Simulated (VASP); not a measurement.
# Mo (I4/mmm) in VASP: notebook

The runs below take Mo through single point, with r2SCAN.

Program: VASP 6.6.1. These are calculated values, not measurements. Logs are shortened: lines on timing, memory, paths and dates and some standing lists are left out, and cuts for length are marked.

### Step 1. The cell of the first run

It takes space group I4/mmm (No. 139, tetragonal). Conventional cell: a = 2.957 Å, b = 2.957 Å, c = 3.548 Å, α = 90.00°, β = 90.00°, γ = 90.00°. Within 3.6 Å of Mo (site symmetry 4/mmm) lie 14 Mo at 2.74 to 3.55 Å.

### Step 2. Single point, r2SCAN

File POSCAR:

```
Mo
1.0
   -1.4783676014      1.4783676014      1.7740411216
    1.4783676014     -1.4783676014      1.7740411216
    1.4783676014      1.4783676014     -1.7740411216
Mo
1
Direct
    0.0000000000      0.0000000000      0.0000000000
```

File INCAR.step1:

```
SYSTEM = Mo
  PREC = Accurate
  ENCUT = 520
  ISMEAR = 0
  SIGMA = 0.15
  LREAL = .FALSE.
  LASPH = .TRUE.
  NELM = 80
  NBANDS = 13
  GGA = PE
  ALGO = Normal
  EDIFF = 1E-4
  LWAVE = .TRUE.
  LCHARG = .FALSE.
```

File INCAR.step2:

```
SYSTEM = Mo
  PREC = Accurate
  ENCUT = 520
  EDIFF = 1E-6
  ISMEAR = 0
  SIGMA = 0.15
  LREAL = .FALSE.
  LASPH = .TRUE.
  NELM = 80
  ALGO = Normal
  ISIF = 2
  LWAVE = .FALSE.
  LCHARG = .FALSE.
  METAGGA = R2SCAN
  LMIXTAU = .TRUE.
  NBANDS = 13
  ISTART = 1
```

File KPOINTS:

```
regular mesh
0
G
  24 24 24
  0 0 0
```

Potentials or basis: VASP PAW PBE potentials, release 64 (Mo_sv).

On the command line:

```bash
> cat potpaw_PBE.64/Mo_sv/POTCAR > POTCAR
> cp INCAR.step1 INCAR
> mpirun -np 1 vasp_std > vasp.out
> cp INCAR.step2 INCAR
> mpirun -np 1 vasp_std > vasp.out
```

OUTCAR:

```text
SYSTEM = Mo
   PREC = Accurate
   ENCUT = 520
   EDIFF = 1E-6
   ISMEAR = 0
   LREAL = .FALSE.
   LASPH = .TRUE.
   NELM = 80
   ISIF = 2
   METAGGA = R2SCAN
   ISTART = 1

 ion  position               nearest neighbor table
   1  0.000  0.000  0.000-

  LATTYP: Found a body centered tetragonal cell.
 ALAT       =     2.9567352028
 C/A-ratio  =     1.1999999999

  Lattice vectors:

 A1 = (  -1.4783676014,   1.4783676014,   1.7740411216)
 A2 = (   1.4783676014,  -1.4783676014,   1.7740411216)
 A3 = (   1.4783676014,   1.4783676014,  -1.7740411216)

Analysis of symmetry for initial positions (statically):
=====================================================================
 Subroutine PRICEL returns:
 Original cell was already a primitive cell.

 Routine SETGRP: Setting up the symmetry group for a
 body centered tetragonal supercell.

 Subroutine GETGRP returns: Found 16 space group operations
 (whereof 16 operations were pure point group operations)
 out of a pool of 16 trial point group operations.

The static configuration has the point symmetry D_4h.

Analysis of symmetry for dynamics (positions and initial velocities):
=====================================================================
 Subroutine PRICEL returns:
 Original cell was already a primitive cell.

 Routine SETGRP: Setting up the symmetry group for a
 body centered tetragonal supercell.

 Subroutine GETGRP returns: Found 16 space group operations
 (whereof 16 operations were pure point group operations)
 out of a pool of 16 trial point group operations.

The dynamic configuration has the point symmetry D_4h.

 Subroutine INISYM returns: Found 16 space group operations
 (whereof 16 operations are pure point group operations),
 and found     1 'primitive' translations

----------------------------------------------------------------------------------------

                                     Primitive cell

  volume of cell :      15.5092

  direct lattice vectors                    reciprocal lattice vectors
    -1.478367601  1.478367601  1.774041122     0.000000000  0.338210875  0.281842396
     1.478367601 -1.478367601  1.774041122     0.338210875  0.000000000  0.281842396
     1.478367601  1.478367601 -1.774041122     0.338210875  0.338210875  0.000000000

  length of vectors
     2.741963426  2.741963426  2.741963426     0.440251896  0.440251896  0.478302406

  position of ions in fractional coordinates (direct lattice)
[... 83 lines left out ...]
   ISIF   =      2    stress and relaxation
   ISYM   =      2    0-nonsym 1-usesym 2-fastsym
   POTIM  = 0.5000    time-step for ionic-motion
   TEBEG  =    0.0;   TEEND  =   0.0 temperature during run
   PSTRESS=    0.0 pullay stress
   NELECT =      14.0000    total number of electrons
   NUPDOWN=      -1.0000    fix difference up-down
   EMIN   =  10.00;   EMAX   =-10.00  energy-range for DOS
   EFERMI =   0.00;   METHOD = LEGACY
   ISMEAR =     0;   SIGMA  =   0.15  broadening in eV -4-tet -1-fermi 0-gaus
   EFERMI_NEDOS =   21; number of points for ismear=-14 and -15
   IALGO  =     38    algorithm
   IMIX   =      4    mixing-type and parameters
     AMIX     =   0.40;   BMIX     =  1.00
     AMIX_MAG =   1.60;   BMIX_MAG =  1.00
  volume/ion in A,a.u.               =      15.51       104.66
  Fermi-wavevector in a.u.,A,eV,Ry     =   1.582176  2.989878 34.059184  2.503279
  Thomas-Fermi vector in A             =   2.682139
   LORBIT       =      0    0 simple, 1 ext, 2 COOP (PROOUT), +10 PAW based schemes
   METAGGA = R2SCAN    functional components
   LHFCALC =     F    Hartree Fock is set to
   AEXX    =    0.0000 exact exchange contribution
   IVDW    =     0    specifies the selected vdW correction
   LEPSILON=     F    determine dielectric tensor
   LRPA    =     F    only Hartree local field effects (RPA)
 non-spin polarized calculation
 Gauss-broadening in eV      SIGMA  =   0.15
  energy-cutoff  :      520.00
  volume of cell :       15.51
 maximum number of plane-waves:       434
   NGX = 11   NGY = 11   NGZ = 11

 number of electron      14.0000001 magnetization

 Free energy of the ion-electron system (eV)
  ---------------------------------------------------
  ext. energy  EPLUGINS =         0.00000000
  ---------------------------------------------------
  free energy    TOTEN  =       -25.79939400 eV

  energy without entropy =      -25.78935474  energy(sigma->0) =      -25.79437437

 E-fermi :  12.6239     XC(G=0): -14.6767

 val. band max:       12.6236451656   @ k =  -0.2083   0.1667  -0.0000
 cond. band min:      12.6266059720   @ k =  -0.2917   0.4167   0.2917
 fundamental gap:      0.0029608064
 Fermi energy:        12.6238513948

 k-point     1 :       0.0000    0.0000    0.0000
  band No.  band energies     occupation
      1     -50.4954      2.00000
      2     -22.9673      2.00000
      3     -22.9673      2.00000
      4     -22.9376      2.00000
      5       5.0022      2.00000
      6      10.9439      2.00000
      7      10.9439      2.00000
      8      12.8858      0.01351
      9      12.9929      0.00050
     10      15.3476      0.00000
     11      26.3381      0.00000
     12      29.8047      0.00000
     13      29.8047      0.00000
[... 354 lines left out ...]
  band No.  band energies     occupation
      1     -50.2053      2.00000
      2     -24.4981      2.00000
      3     -23.3394      2.00000
      4     -23.0047      2.00000
      5       7.2095      2.00000
      6      10.0736      2.00000
      7      12.7780      0.14610
      8      13.6536      0.00000
      9      15.9371      0.00000
     10      17.3792      0.00000
     11      24.5406      0.00000
     12      25.6834      0.00000
     13      31.9600      0.00000

 [... further k-points ...]

------------------------ aborting loop because EDIFF is reached ----------------------------------------

  FORCE on cell =-STRESS in cart. coord.  units (eV):
  Direction    XX          YY          ZZ          XY          YZ          ZX
  --------------------------------------------------------------------------------------
  -------------------------------------------------------------------------------------
  Total        1.7480996      1.7480996     -1.5623476      0.0000000      0.0000000      0.0000000
  in kB      180.5877134    180.5877134   -161.3985741      0.0000000      0.0000000      0.0000000
  external PRESSURE =      66.5922842 kB  Pullay stress =       0.0000000 kB

 VOLUME and BASIS-vectors are now :
 -----------------------------------------------------------------------------
  energy-cutoff  :      520.00
  volume of cell :       15.51
      direct lattice vectors                 reciprocal lattice vectors
    -1.478367601  1.478367601  1.774041122     0.000000000  0.338210875  0.281842396
     1.478367601 -1.478367601  1.774041122     0.338210875  0.000000000  0.281842396
     1.478367601  1.478367601 -1.774041122     0.338210875  0.338210875  0.000000000

 POSITION                                       TOTAL-FORCE (eV/Angst)
 -----------------------------------------------------------------------------------
      0.00000      0.00000      0.00000         0.000000     -0.000000      0.000000
 -----------------------------------------------------------------------------------
    total drift:                                0.000000     -0.000000      0.000000

  FREE ENERGIE OF THE ION-ELECTRON SYSTEM (eV)
  ---------------------------------------------------
  free  energy   TOTEN  =       -25.7993939997 eV

  energy  without entropy=      -25.7893547448  energy(sigma->0) =      -25.79437437
```

It took 5 min on 1 thread of Intel Xeon Platinum 8559C (Emerald Rapids), shared host; peak memory 0.29 GiB.

What came out:

```yaml
Free_energy: -25.7994 eV
Pressure: 6.7 GPa
Band_gap_on_the_k_mesh: zero (bands 7 and 8 overlap by 5.06 eV)
```

Caveat: the cell stands under pressure; the PAW data sets were made with another functional, which shifts forces and pressure a little.

### Step 3. Single point, r2SCAN

File POSCAR:

```
Mo
1.0
   -1.7066507299      1.7066507299      1.3311875693
    1.7066507299     -1.7066507299      1.3311875693
    1.7066507299      1.7066507299     -1.3311875693
Mo
1
Direct
    0.0000000000      0.0000000000      0.0000000000
```

INCAR.step1 is that of step 2.

Changes to INCAR.step2 since step 2:

```diff
@@ -12,5 +12,7 @@
   LWAVE = .FALSE.
-  LCHARG = .FALSE.
+  LCHARG = .TRUE.
   METAGGA = R2SCAN
   LMIXTAU = .TRUE.
+  LELF = .TRUE.
+  LVHAR = .TRUE.
   NBANDS = 13
```

File KPOINTS:

```
Automatic mesh
0
G
  24 24 24
  0 0 0
```

Potentials or basis: VASP PAW PBE potentials, release 64 (Mo_sv).

On the command line:

```bash
> cat potpaw_PBE.64/Mo_sv/POTCAR > POTCAR
> cp INCAR.step1 INCAR
> mpirun -np 1 vasp_std > vasp.out
> cp INCAR.step2 INCAR
> mpirun -np 1 vasp_std > vasp.out
```

OUTCAR:

```text
SYSTEM = Mo
   PREC = Accurate
   ENCUT = 520
   EDIFF = 1E-6
   ISMEAR = 0
   LREAL = .FALSE.
   LASPH = .TRUE.
   NELM = 80
   ISIF = 2
   METAGGA = R2SCAN
   ISTART = 1

 ion  position               nearest neighbor table
   1  0.000  0.000  0.000-

  LATTYP: Found a body centered tetragonal cell.
 ALAT       =     3.4133014598
 C/A-ratio  =     0.7800000000

  Lattice vectors:

 A1 = (  -1.7066507299,   1.7066507299,   1.3311875693)
 A2 = (   1.7066507299,  -1.7066507299,   1.3311875693)
 A3 = (   1.7066507299,   1.7066507299,  -1.3311875693)

Analysis of symmetry for initial positions (statically):
=====================================================================
 Subroutine PRICEL returns:
 Original cell was already a primitive cell.

 Routine SETGRP: Setting up the symmetry group for a
 body centered tetragonal supercell.

 Subroutine GETGRP returns: Found 16 space group operations
 (whereof 16 operations were pure point group operations)
 out of a pool of 16 trial point group operations.

The static configuration has the point symmetry D_4h.

Analysis of symmetry for dynamics (positions and initial velocities):
=====================================================================
 Subroutine PRICEL returns:
 Original cell was already a primitive cell.

 Routine SETGRP: Setting up the symmetry group for a
 body centered tetragonal supercell.

 Subroutine GETGRP returns: Found 16 space group operations
 (whereof 16 operations were pure point group operations)
 out of a pool of 16 trial point group operations.

The dynamic configuration has the point symmetry D_4h.

 Subroutine INISYM returns: Found 16 space group operations
 (whereof 16 operations are pure point group operations),
 and found     1 'primitive' translations

----------------------------------------------------------------------------------------

                                     Primitive cell
[... 114 lines left out ...]
   METAGGA = R2SCAN    functional components
   LHFCALC =     F    Hartree Fock is set to
   AEXX    =    0.0000 exact exchange contribution
   IVDW    =     0    specifies the selected vdW correction
   LEPSILON=     F    determine dielectric tensor
   LRPA    =     F    only Hartree local field effects (RPA)
 non-spin polarized calculation
 Gauss-broadening in eV      SIGMA  =   0.15
  energy-cutoff  :      520.00
  volume of cell :       15.51
 maximum number of plane-waves:       431
   NGX = 11   NGY = 11   NGZ = 11

 number of electron      13.9999998 magnetization

 Free energy of the ion-electron system (eV)
  ---------------------------------------------------
  ext. energy  EPLUGINS =         0.00000000
  ---------------------------------------------------
  free energy    TOTEN  =       -25.63925025 eV

  energy without entropy =      -25.63113064  energy(sigma->0) =      -25.63519045

 E-fermi :  12.5894     XC(G=0): -14.6433

 val. band max:       12.5859796515   @ k =  -0.2917   0.3333   0.2917
 cond. band min:      12.5905980726   @ k =  -0.2917   0.2917   0.0833
 fundamental gap:      0.0046184210
 Fermi energy:        12.5893914315

 k-point     1 :       0.0000    0.0000    0.0000
  band No.  band energies     occupation
      1     -50.4752      2.00000
      2     -23.0205      2.00000
      3     -23.0205      2.00000
      4     -22.6406      2.00000
      5       5.0542      2.00000
      6       9.4508      2.00000
      7      11.8216      2.00000
      8      13.1189      0.00000
      9      13.1189      0.00000
     10      16.0252      0.00000
     11      27.1265      0.00000
     12      27.1265      0.00000
     13      33.0011      0.00000
[... 354 lines left out ...]
  band No.  band energies     occupation
      1     -50.0790      2.00000
      2     -24.5431      2.00000
      3     -23.4582      2.00000
      4     -23.1949      2.00000
      5       7.0625      2.00000
      6       8.3249      2.00000
      7      14.0792      0.00000
      8      15.1817      0.00000
      9      17.2574      0.00000
     10      17.6215      0.00000
     11      25.4103      0.00000
     12      26.2993      0.00000
     13      28.7560      0.00000

 [... further k-points ...]

------------------------ aborting loop because EDIFF is reached ----------------------------------------

  FORCE on cell =-STRESS in cart. coord.  units (eV):
  Direction    XX          YY          ZZ          XY          YZ          ZX
  --------------------------------------------------------------------------------------
  -------------------------------------------------------------------------------------
  Total        0.0785286      0.0785286      2.8444146      0.0000000      0.0000000      0.0000000
  in kB        8.1124101      8.1124101    293.8427155      0.0000000      0.0000000      0.0000000
  external PRESSURE =     103.3558452 kB  Pullay stress =       0.0000000 kB

 VOLUME and BASIS-vectors are now :
 -----------------------------------------------------------------------------
  energy-cutoff  :      520.00
  volume of cell :       15.51
      direct lattice vectors                 reciprocal lattice vectors
    -1.706650730  1.706650730  1.331187569     0.000000000  0.292971486  0.375604469
     1.706650730 -1.706650730  1.331187569     0.292971486  0.000000000  0.375604469
     1.706650730  1.706650730 -1.331187569     0.292971486  0.292971486  0.000000000

 POSITION                                       TOTAL-FORCE (eV/Angst)
 -----------------------------------------------------------------------------------
      0.00000      0.00000      0.00000        -0.000000     -0.000000      0.000000
 -----------------------------------------------------------------------------------
    total drift:                                0.000000     -0.000000      0.000000

  FREE ENERGIE OF THE ION-ELECTRON SYSTEM (eV)
  ---------------------------------------------------
  free  energy   TOTEN  =       -25.6392502478 eV

  energy  without entropy=      -25.6311306427  energy(sigma->0) =      -25.63519045
```

OUTCAR.step1:

```text
SYSTEM = Mo
   PREC = Accurate
   ENCUT = 520
   ISMEAR = 0
   LREAL = .FALSE.
   LASPH = .TRUE.
   NELM = 80
[... 601 lines left out ...]
 -----------------------------------------------------------------------------------
      0.00000      0.00000      0.00000         0.000000     -0.000000     -0.000000
 -----------------------------------------------------------------------------------
    total drift:                                0.000000     -0.000000      0.000000

  FREE ENERGIE OF THE ION-ELECTRON SYSTEM (eV)
  ---------------------------------------------------
  free  energy   TOTEN  =       -10.5137527441 eV

  energy  without entropy=      -10.5046405725  energy(sigma->0) =      -10.50919666
```

It took 5.9 min on 1 thread of Intel Xeon Platinum 8559C (Emerald Rapids), shared host; peak memory 0.29 GiB.

What came out:

| Quantity | Value |
| --- | --- |
| Free energy | -25.6393 eV |
| Pressure | 10.3 GPa |
| Band gap on the k mesh | zero (bands 7 and 8 overlap by 6.17 eV) |

Caveat: the cell stands under pressure; the PAW data sets were made with another functional, which shifts forces and pressure a little.

[end of part 1 of 2]
